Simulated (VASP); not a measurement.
**ZnO: single point with r2SCANh**

ZnO:

```
Zn O
1.0
     3.27991    0.00000    0.00000
    -1.63996    2.84049    0.00000
     0.00000    0.00000    5.29405
Zn O
2 2
Direct
  0.66667 0.33333 0.50061
  0.33333 0.66667 0.00061
  0.66667 0.33333 0.87970
  0.33333 0.66667 0.37970
```

```
Program                            : VASP 6.6.1
Task                               : single point
Functional                         : r2SCANh
Potentials or basis                : VASP PAW PBE potentials, release 64 (Zn, O)
Cutoff                             : 580 eV
k mesh                             : 2 × 2 × 2, shifted
Occupations                        : fermi-dirac, width 0.01 eV
Spin                               : no spin polarisation
Dipole correction                  : no
Grid for exact exchange (PRECFOCK) : Normal
Further INCAR settings             : ALGO = Normal; EDIFF = 1e-06; NBANDS = 26
Share of exact exchange            : 0.1
```

```json
{
 "Pressure": "-6.6 GPa",
 "Largest force": "0.037 eV/Å",
 "Band gap on the k mesh": "4.70 eV"
}
```

Forces on the atoms (eV/Å):
```
Zn   0.000  0.000 -0.037
Zn   0.000  0.000 -0.037
O    0.000  0.000  0.037
O    0.000  0.000  0.037
```

Stress tensor (GPa, compression positive):
```
-7.06  0.00  0.00
 0.00 -7.06  0.00
 0.00  0.00 -5.62
```

Levels at points of the mesh, in eV from the valence-band top:
```tsv
k point	band 15	band 16	band 17	band 18	band 19	band 20	band 21	band 22
(0.12, 0.12, 0.12)	-1.37	-0.82	-0.01	0.00	4.70	8.47	10.26	12.24
```

It took 25 min on 1 thread of Intel(R) Xeon(R) Platinum 8559C (Emerald Rapids) (shared host), peak memory 0.2 GiB.

Caveat: the k points lie up to 0.55 Å⁻¹ apart; the PAW data sets were made with another functional, which shifts forces and pressure a little; a shifted mesh leaves out Γ, where band edges can lie. A k mesh can miss the band edges.
